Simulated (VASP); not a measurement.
**Ta: single point with PBEsol**

The system is Ta.

```
Ta
1.0
    -1.70082    1.70082    1.67605
     1.70082   -1.70082    1.67605
     1.70082    1.70082   -1.67605
Ta
1
Direct
  0.00000 0.00000 0.00000
```

This cell differs from its parent crystal: strain +0.030 along x and y, +0.015 along z.

```yaml
Program: VASP 6.6.1
Task: single point
Functional: PBEsol
Potentials_or_basis: VASP PAW PBE potentials, release 64 (Ta_pv)
Cutoff: 520 eV
k_mesh: 20 × 20 × 20
Occupations: gaussian, width 0.15 eV
Spin: no spin polarisation
```

```
Pressure               : -16.2 GPa
Band gap on the k mesh : zero (an odd number of electrons rules out a gap without spin polarisation)
```

Stress tensor (GPa, compression positive):
```
-16.62   0.00   0.00
  0.00 -16.62   0.00
  0.00   0.00 -15.30
```

Levels at points of the mesh, in eV from the Fermi level:
| k point | band 4 | band 5 | band 6 | band 7 | band 8 | band 9 |
| --- | --- | --- | --- | --- | --- | --- |
| (0.00, 0.00, 0.00) | -7.64 | 0.60 | 0.77 | 0.77 | 3.60 | 3.84 |
| (0.50, 0.00, 0.00) | -4.07 | -1.41 | 1.34 | 3.62 | 4.56 | 7.11 |
| (0.50, 0.50, 0.00) | -4.08 | -1.23 | 1.24 | 3.41 | 4.43 | 7.07 |
| (0.50, 0.50, 0.50) | -3.41 | -3.37 | 6.23 | 6.23 | 6.29 | 7.89 |

It took 2.5 min on 1 thread of Intel Xeon 8259CL, on a shared host, peak memory 0.26 GiB.

Caveat: the cell differs from its parent crystal (strain +0.030 along x and y, +0.015 along z); the cell stands under tension; the PAW data sets were made with another functional, which shifts forces and pressure a little; spin-orbit coupling is left out, which moves the levels of the heavy elements.
